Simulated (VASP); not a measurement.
The system is Pd.

```
Pd
1.0
     2.76498    0.00000    0.00000
    -1.38249    2.39454    0.00000
     0.00000    0.00000    4.59783
Pd
2
Direct
  0.33333 0.66667 0.25000
  0.66667 0.33333 0.75000
```

This cell differs from its parent crystal: volume scaled by 0.98.

Program: VASP 6.6.1. Alike in all runs: task single point; no spin polarisation; cell as given; k mesh 11 × 11 × 6; cutoff (eV) 520; smearing fermi-dirac 0.05 eV.

Q: Order these runs on this cell by their pressure, lowest first.
A. level r2SCAN; potentials or basis VASP PAW PBE potentials, release 64 (Pd)
B. level PBEsol; potentials or basis VASP PAW PBE potentials, release 64 (Pd)
C. level LDA; potentials or basis VASP PAW LDA potentials, release 64 (Pd)
D. level PBE; potentials or basis VASP PAW PBE potentials, release 64 (Pd)

A: C (-12.5 GPa), B (-7.6 GPa), A (-1.9 GPa), D (1.7 GPa).

Caveats: the PAW data sets were made with another functional, which shifts forces and pressure a little (some runs).
